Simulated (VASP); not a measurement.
Write the native input for VASP 6.6.1 that does the following.

- Task: single point
- Functional: PBE
- Potentials or basis: VASP PAW PBE potentials, release 64 (Sb, P)
- Cutoff: 500 eV
- k mesh: 12 × 12 × 12
- Occupations: fermi-dirac, width 0.15 eV
- Spin: no spin polarisation
- Dipole correction: no
- Further INCAR settings: ALGO = Normal; EDIFF = 1e-06; NBANDS = 12

The structure of SbP lies in POSCAR:

```
SbP
1.0
    0.0000000000      3.1786000000      3.1786000000
    3.1786000000      0.0000000000      3.1786000000
    3.1786000000      3.1786000000      0.0000000000
Sb P
1 1
Direct
    0.0000000000      0.0000000000      0.0000000000
    0.2500000000      0.2500000000      0.2500000000
```

The input as run:

INCAR

```
PREC     = Accurate       # precision mode
ENCUT    = 500            # plane-wave cutoff, eV
EDIFF    = 1E-6           # SCF threshold, eV
ISMEAR   = -1             # smearing method
SIGMA    = 0.15           # smearing width, eV
LREAL    = False          # projectors in reciprocal space
LASPH    = True           # aspherical terms in the spheres
NELM     = 120            # most SCF steps
ALGO     = Normal         # electronic algorithm
ISIF     = 2              # what is computed and relaxed
LWAVE    = False          # write WAVECAR
LCHARG   = True           # write CHGCAR
GGA      = PE             # functional
LELF     = True           # ELF
LVHAR    = True         
NBANDS   = 12             # bands
GGA_COMPAT= False
```

KPOINTS

```
regular mesh
0
Gamma
  12 12 12
```

Potentials or basis: VASP PAW PBE potentials, release 64 (Sb, P).

Launch:

```console
$ cat potpaw_PBE.64/Sb/POTCAR potpaw_PBE.64/P/POTCAR > POTCAR
$ mpirun -np 1 vasp_std > vasp.out
```

It gave:

The pressure is -1.0 GPa. The band gap on the k mesh is zero (bands 5 and 6 overlap by 1.22 eV).

Caveat: spin-orbit coupling is left out, which moves the levels of the heavy elements.

It took 80 s on 1 thread of Intel Xeon 8259CL (shared host), peak memory 0.23 GiB.
